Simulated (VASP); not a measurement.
# BaTiO3 (P4/mmm) in VASP: further runs, part 2 of 3

VASP 6.6.1. Earlier steps stand in the parts before.

**3. Electric field gradients, PBEsol (volume scaled by 1.01)**

INCAR reads:

```
PREC = Accurate
ENCUT = 520
EDIFF = 1E-8
ISMEAR = -1
SIGMA = 0.03
LREAL = F
LASPH = T
NELM = 60
ALGO = Normal
ISIF = 2
LWAVE = F
LCHARG = F
GGA = PS
LEFG = T
NBANDS = 28
```

KPOINTS reads:

```
regular mesh
0
Gamma
  7 7 7
```

POSCAR reads:

```
BaTiO3
1.0
    4.0130884697      0.0000000000      0.0000000000
    0.0000000000      4.0130884697      0.0000000000
    0.0000000000      0.0000000000      4.0313489353
Ba Ti O
1 1 3
Direct
    0.0000000000      0.0000000000      0.0000000000
    0.5000000000      0.5000000000      0.5000000000
    0.5000000000      0.5000000000      0.0000000000
    0.5000000000      0.0000000000      0.5000000000
    0.0000000000      0.5000000000      0.5000000000
```

Potentials or basis: VASP PAW PBE potentials, release 64 (Ba_sv, Ti_sv, O).

Run with:

```sh
$ cat potpaw_PBE.64/Ba_sv/POTCAR potpaw_PBE.64/Ti_sv/POTCAR potpaw_PBE.64/O/POTCAR > POTCAR
$ mpirun -np 1 vasp_std > vasp.out
```

OUTCAR:

```text
PREC = Accurate
   ENCUT = 520
   EDIFF = 1E-8
   ISMEAR = -1
   LREAL = F
   LASPH = T
   NELM = 60
   ISIF = 2
   GGA = PS

 ion  position               nearest neighbor table
   1  0.000  0.000  0.000-   3 2.84   3 2.84   3 2.84   3 2.84   5 2.84   4 2.84   5 2.84   5 2.84
                             5 2.84   4 2.84   4 2.84   4 2.84   2 3.48   2 3.48   2 3.48   2 3.48
   2  0.500  0.500  0.500-   4 2.01   5 2.01   4 2.01   5 2.01   3 2.02   3 2.02   1 3.48   1 3.48
                             1 3.48   1 3.48   1 3.48   1 3.48   1 3.48   1 3.48
   3  0.500  0.500  0.000-   2 2.02   2 2.02   1 2.84   1 2.84   1 2.84   1 2.84
   4  0.500  0.000  0.500-   2 2.01   2 2.01   1 2.84   1 2.84   1 2.84   1 2.84
   5  0.000  0.500  0.500-   2 2.01   2 2.01   1 2.84   1 2.84   1 2.84   1 2.84

  LATTYP: Found a simple tetragonal cell.
 ALAT       =     4.0130884697
 C/A-ratio  =     1.0045502275

  Lattice vectors:

 A1 = (   4.0130884697,   0.0000000000,   0.0000000000)
 A2 = (   0.0000000000,   4.0130884697,   0.0000000000)
 A3 = (   0.0000000000,   0.0000000000,   4.0313489353)

Analysis of symmetry for initial positions (statically):
=====================================================================
 Subroutine PRICEL returns:
 Original cell was already a primitive cell.

 Routine SETGRP: Setting up the symmetry group for a
 simple tetragonal supercell.

 Subroutine GETGRP returns: Found 16 space group operations
 (whereof 16 operations were pure point group operations)
 out of a pool of 16 trial point group operations.

The static configuration has the point symmetry D_4h.

Analysis of symmetry for dynamics (positions and initial velocities):
=====================================================================
 Subroutine PRICEL returns:
 Original cell was already a primitive cell.

 Routine SETGRP: Setting up the symmetry group for a
 simple tetragonal supercell.
[... 918 lines left out ...]
  Total       -1.6754296     -1.6754296     -2.0039551      0.0000000     -0.0000000      0.0000000
  in kB      -41.3455618    -41.3455618    -49.4527788      0.0000000     -0.0000000      0.0000000
  external PRESSURE =     -44.0479675 kB  Pullay stress =       0.0000000 kB

 VOLUME and BASIS-vectors are now :
 -----------------------------------------------------------------------------
  energy-cutoff  :      520.00
  volume of cell :       64.92
      direct lattice vectors                 reciprocal lattice vectors
     4.013088470  0.000000000  0.000000000     0.249184639  0.000000000  0.000000000
     0.000000000  4.013088470  0.000000000     0.000000000  0.249184639  0.000000000
     0.000000000  0.000000000  4.031348935     0.000000000  0.000000000  0.248055928

 POSITION                                       TOTAL-FORCE (eV/Angst)
 -----------------------------------------------------------------------------------
      0.00000      0.00000      0.00000         0.000000      0.000000      0.000000
      2.00654      2.00654      2.01567         0.000000      0.000000      0.000000
      2.00654      2.00654      0.00000         0.000000      0.000000      0.000000
      2.00654      0.00000      2.01567         0.000000      0.000000      0.000000
      0.00000      2.00654      2.01567         0.000000      0.000000      0.000000
 -----------------------------------------------------------------------------------
    total drift:                                0.000000      0.000000     -0.000000

  FREE ENERGIE OF THE ION-ELECTRON SYSTEM (eV)
  ---------------------------------------------------
  free  energy   TOTEN  =       -41.9594417416 eV

  energy  without entropy=      -41.9594417416  energy(sigma->0) =      -41.95944174

 Electric field gradients (V/A^2)
---------------------------------------------------------------------
 ion       V_xx      V_yy      V_zz      V_xy      V_xz      V_yz
---------------------------------------------------------------------
   1      -0.372    -0.372     0.744     0.000    -0.000    -0.000
   2      -1.948    -1.948     3.896     0.000     0.000     0.000
   3     -12.659   -12.659    25.318     0.000    -0.000     0.000
   4     -12.352    23.201   -10.849     0.000     0.000     0.000
   5      23.201   -12.352   -10.849     0.000    -0.000    -0.000
---------------------------------------------------------------------

 Electric field gradients after diagonalization (V/A^2)
 (convention: |V_zz| > |V_xx| > |V_yy|)
----------------------------------------------------------------------
 ion       V_xx      V_yy      V_zz     asymmetry (V_yy - V_xx)/ V_zz
----------------------------------------------------------------------
   1      -0.372    -0.372     0.744       0.000
   2      -1.948    -1.948     3.896       0.000
   3     -12.659   -12.659    25.318       0.000
   4     -12.352   -10.849    23.201       0.065
   5     -12.352   -10.849    23.201       0.065
----------------------------------------------------------------------

           NMR quadrupolar parameters

 Cq : quadrupolar parameter    Cq=e*Q*V_zz/h
 eta: asymmetry parameters     (V_yy - V_xx)/ V_zz
 Q  : nuclear electric quadrupole moment in mb (millibarn)
----------------------------------------------------------------------
 ion       Cq(MHz)       eta       Q (mb)
----------------------------------------------------------------------
   1       0.002       0.000       1.000
   2       0.009       0.000       1.000
   3       0.061       0.000       1.000
   4       0.056       0.065       1.000
   5       0.056       0.065       1.000
----------------------------------------------------------------------
```

OSZICAR:

```text
N       E                     dE             d eps       ncg     rms          rms(c)
DAV:   1     0.428155232660E+03    0.42816E+03   -0.20614E+04  2240   0.154E+03
DAV:   2    -0.561776162682E+01   -0.43377E+03   -0.41243E+03  2500   0.427E+02
[... 10 lines left out ...]
DAV:  13    -0.419594417874E+02    0.58232E-04   -0.31474E-04  2656   0.186E-01    0.874E-03
DAV:  14    -0.419594421052E+02   -0.31783E-06   -0.19500E-05  2884   0.290E-02    0.614E-03
DAV:  15    -0.419594420693E+02    0.35881E-07   -0.15256E-06  2772   0.791E-03    0.362E-03
DAV:  16    -0.419594418002E+02    0.26908E-06   -0.13122E-06  3252   0.105E-02    0.273E-03
DAV:  17    -0.419594417715E+02    0.28730E-07   -0.72962E-07  2944   0.823E-03    0.164E-03
DAV:  18    -0.419594417406E+02    0.30918E-07   -0.42656E-08  2476   0.187E-03    0.811E-04
DAV:  19    -0.419594417416E+02   -0.10259E-08   -0.23548E-08  1884   0.131E-03
   1 F= -.41959442E+02 E0= -.41959442E+02  d E =-.146978E-10
```

Run time: 82 s. Hardware: 1 thread of Intel Xeon 6975P-C, shared host; peak memory 0.22 GiB.

What came out:

```
Free energy            : -41.9594 eV
Pressure               : -4.4 GPa
Band gap on the k mesh : 1.73 eV, indirect (least direct gap 1.83 eV)
```

Stress tensor (GPa, compression positive):
```
-4.13  0.00  0.00
 0.00 -4.13  0.00
 0.00  0.00 -4.95
```

Levels at points of the mesh, in eV from the valence-band top:
```tsv
k point	band 18	band 19	band 20	band 21	band 22	band 23
(0.00, 0.00, 0.00)	-0.10	-0.09	-0.09	1.73	1.73	1.74
```

Electric field gradients, principal values (V/Å²):
```csv
atom,least,middle,greatest (by size)
1 Ba,-0.372,-0.372,0.744
2 Ti,-1.948,-1.948,3.896
3 O,-12.659,-12.659,25.318
4 O,-10.849,-12.352,23.201
5 O,-10.849,-12.352,23.201
```

Caveat: without QUAD_EFG the Cq values of the log hold for a quadrupole moment of 1 mb, not for the nuclei; the PAW data sets were made with another functional, which shifts forces and pressure a little; spin-orbit coupling is left out, which moves the levels of the heavy elements. A k mesh can miss the band edges.

**4. Electric field gradients, PBEsol (volume scaled by 1.04)**

INCAR reads:

```
SYSTEM = BaTiO3
ALGO = Normal
EDIFF = 1E-8
ENCUT = 520
GGA = PS
ISIF = 2
ISMEAR = -1
LASPH = .True.
LCHARG = .False.
LEFG = .True.
LREAL = .False.
LWAVE = .False.
NBANDS = 28
NELM = 60
PREC = Accurate
SIGMA = 0.03
```

KPOINTS reads:

```
k-points
0
Gamma
  7 7 7
  0 0 0
```

POSCAR: that of step 3 with these lines changed.

```diff
@@ -2,5 +2,5 @@
 1.0
-    4.0130884697      0.0000000000      0.0000000000
-    0.0000000000      4.0130884697      0.0000000000
-    0.0000000000      0.0000000000      4.0313489353
+    4.0524349834      0.0000000000      0.0000000000
+    0.0000000000      4.0524349834      0.0000000000
+    0.0000000000      0.0000000000      4.0708744846
 Ba Ti O
```

Potentials or basis: VASP PAW PBE potentials, release 64 (Ba_sv, Ti_sv, O).

Run with:

```sh
$ cat potpaw_PBE.64/Ba_sv/POTCAR potpaw_PBE.64/Ti_sv/POTCAR potpaw_PBE.64/O/POTCAR > POTCAR
$ mpirun -np 1 vasp_std > vasp.out
```

OUTCAR:

```text
SYSTEM = BaTiO3
   EDIFF = 1E-8
   ENCUT = 520
   GGA = PS
   ISIF = 2
   ISMEAR = -1
   LASPH = .True.
   LREAL = .False.
   NELM = 60
   PREC = Accurate

 ion  position               nearest neighbor table
   1  0.000  0.000  0.000-   3 2.87   3 2.87   3 2.87   3 2.87   5 2.87   4 2.87   5 2.87   5 2.87
                             5 2.87   4 2.87   4 2.87   4 2.87   2 3.51   2 3.51   2 3.51   2 3.51
   2  0.500  0.500  0.500-   4 2.03   5 2.03   4 2.03   5 2.03   3 2.04   3 2.04   1 3.51   1 3.51
                             1 3.51   1 3.51   1 3.51   1 3.51   1 3.51   1 3.51
   3  0.500  0.500  0.000-   2 2.04   2 2.04   1 2.87   1 2.87   1 2.87   1 2.87
   4  0.500  0.000  0.500-   2 2.03   2 2.03   1 2.87   1 2.87   1 2.87   1 2.87
   5  0.000  0.500  0.500-   2 2.03   2 2.03   1 2.87   1 2.87   1 2.87   1 2.87

  LATTYP: Found a simple tetragonal cell.
 ALAT       =     4.0524349834
 C/A-ratio  =     1.0045502275

  Lattice vectors:

 A1 = (   4.0524349834,   0.0000000000,   0.0000000000)
 A2 = (   0.0000000000,   4.0524349834,   0.0000000000)
 A3 = (   0.0000000000,   0.0000000000,   4.0708744846)

Analysis of symmetry for initial positions (statically):
=====================================================================
 Subroutine PRICEL returns:
 Original cell was already a primitive cell.

 Routine SETGRP: Setting up the symmetry group for a
 simple tetragonal supercell.

 Subroutine GETGRP returns: Found 16 space group operations
 (whereof 16 operations were pure point group operations)
 out of a pool of 16 trial point group operations.

The static configuration has the point symmetry D_4h.

[... 923 lines left out ...]
  --------------------------------------------------------------------------------------
  -------------------------------------------------------------------------------------
  Total       -3.5436547     -3.5436547     -3.8353832      0.0000000      0.0000000      0.0000000
  in kB      -84.9262898    -84.9262898    -91.9177774      0.0000000      0.0000000      0.0000000
  external PRESSURE =     -87.2567857 kB  Pullay stress =       0.0000000 kB

 VOLUME and BASIS-vectors are now :
 -----------------------------------------------------------------------------
  energy-cutoff  :      520.00
  volume of cell :       66.85
      direct lattice vectors                 reciprocal lattice vectors
     4.052434983  0.000000000  0.000000000     0.246765217  0.000000000  0.000000000
     0.000000000  4.052434983  0.000000000     0.000000000  0.246765217  0.000000000
     0.000000000  0.000000000  4.070874485     0.000000000  0.000000000  0.245647466

 POSITION                                       TOTAL-FORCE (eV/Angst)
 -----------------------------------------------------------------------------------
      0.00000      0.00000      0.00000         0.000000      0.000000      0.000000
      2.02622      2.02622      2.03544         0.000000      0.000000      0.000000
      2.02622      2.02622      0.00000         0.000000      0.000000      0.000000
      2.02622      0.00000      2.03544         0.000000      0.000000      0.000000
      0.00000      2.02622      2.03544         0.000000      0.000000      0.000000
 -----------------------------------------------------------------------------------
    total drift:                                0.000000      0.000000     -0.000000

  FREE ENERGIE OF THE ION-ELECTRON SYSTEM (eV)
  ---------------------------------------------------
  free  energy   TOTEN  =       -41.8818172011 eV

  energy  without entropy=      -41.8818172011  energy(sigma->0) =      -41.88181720

 Electric field gradients (V/A^2)
---------------------------------------------------------------------
 ion       V_xx      V_yy      V_zz      V_xy      V_xz      V_yz
---------------------------------------------------------------------
   1      -0.355    -0.355     0.709    -0.000     0.000     0.000
   2      -1.855    -1.855     3.710    -0.000     0.000     0.000
   3     -13.903   -13.903    27.806    -0.000    -0.000     0.000
   4     -13.622    25.745   -12.123    -0.000     0.000    -0.000
   5      25.745   -13.622   -12.123    -0.000     0.000     0.000
---------------------------------------------------------------------

 Electric field gradients after diagonalization (V/A^2)
 (convention: |V_zz| > |V_xx| > |V_yy|)
----------------------------------------------------------------------
 ion       V_xx      V_yy      V_zz     asymmetry (V_yy - V_xx)/ V_zz
----------------------------------------------------------------------
   1      -0.355    -0.355     0.709       0.000
   2      -1.855    -1.855     3.710       0.000
   3     -13.903   -13.903    27.806       0.000
   4     -13.622   -12.123    25.745       0.058
   5     -13.622   -12.123    25.745       0.058
----------------------------------------------------------------------

           NMR quadrupolar parameters

 Cq : quadrupolar parameter    Cq=e*Q*V_zz/h
 eta: asymmetry parameters     (V_yy - V_xx)/ V_zz
 Q  : nuclear electric quadrupole moment in mb (millibarn)
----------------------------------------------------------------------
 ion       Cq(MHz)       eta       Q (mb)
----------------------------------------------------------------------
   1       0.002       0.000       1.000
   2       0.009       0.000       1.000
   3       0.067       0.000       1.000
   4       0.062       0.058       1.000
   5       0.062       0.058       1.000
----------------------------------------------------------------------
```

OSZICAR:

```text
N       E                     dE             d eps       ncg     rms          rms(c)
DAV:   1     0.425095880010E+03    0.42510E+03   -0.20784E+04  2240   0.154E+03
DAV:   2    -0.796596111837E+01   -0.43306E+03   -0.41345E+03  2572   0.421E+02
DAV:   3    -0.503048781088E+02   -0.42339E+02   -0.41984E+02  3136   0.131E+02
DAV:   4    -0.523551196633E+02   -0.20502E+01   -0.20455E+01  3328   0.242E+01
DAV:   5    -0.524169266006E+02   -0.61807E-01   -0.61799E-01  3020   0.325E+00    0.216E+01
DAV:   6    -0.422526696086E+02    0.10164E+02   -0.55604E+01  3240   0.628E+01    0.986E+00
DAV:   7    -0.420913062868E+02    0.16136E+00   -0.10039E+01  3004   0.221E+01    0.622E+00
DAV:   8    -0.418812311074E+02    0.21008E+00   -0.83430E-01  2720   0.791E+00    0.286E+00
DAV:   9    -0.419144277003E+02   -0.33197E-01   -0.28622E-01  3152   0.401E+00    0.161E+00
DAV:  10    -0.418857591446E+02    0.28669E-01   -0.19095E-01  2480   0.445E+00    0.517E-01
DAV:  11    -0.418818166820E+02    0.39425E-02   -0.16759E-02  2944   0.100E+00    0.107E-01
DAV:  12    -0.418819527606E+02   -0.13608E-03   -0.11377E-03  2944   0.272E-01    0.980E-02
DAV:  13    -0.418818190089E+02    0.13375E-03   -0.67867E-04  2604   0.263E-01    0.157E-02
DAV:  14    -0.418818183708E+02    0.63808E-06   -0.46889E-05  2760   0.608E-02    0.108E-02
DAV:  15    -0.418818176778E+02    0.69299E-06   -0.38490E-06  2892   0.166E-02    0.357E-03
DAV:  16    -0.418818171662E+02    0.51163E-06   -0.11718E-06  2660   0.109E-02    0.868E-04
DAV:  17    -0.418818171913E+02   -0.25086E-07   -0.83134E-08  2608   0.233E-03    0.380E-04
DAV:  18    -0.418818172011E+02   -0.97939E-08   -0.19724E-08  2060   0.135E-03
   1 F= -.41881817E+02 E0= -.41881817E+02  d E =-.325496E-11
```

Wall time 81 s (1 thread of Intel Xeon 6975P-C, shared host); peak memory 0.22 GiB.

What came out:

* Free energy: -41.8818 eV
* Pressure: -8.7 GPa
* Band gap on the k mesh: 1.67 eV, indirect (least direct gap 1.80 eV)

Electric field gradients, principal values (V/Å²):
```csv
atom,least,middle,greatest (by size)
1 Ba,-0.355,-0.355,0.709
2 Ti,-1.855,-1.855,3.710
3 O,-13.903,-13.903,27.806
4 O,-12.123,-13.622,25.745
5 O,-12.123,-13.622,25.745
```

Caveat: without QUAD_EFG the Cq values of the log hold for a quadrupole moment of 1 mb, not for the nuclei; the PAW data sets were made with another functional, which shifts forces and pressure a little; spin-orbit coupling is left out, which moves the levels of the heavy elements.

(Continued in part 3 of 3.)
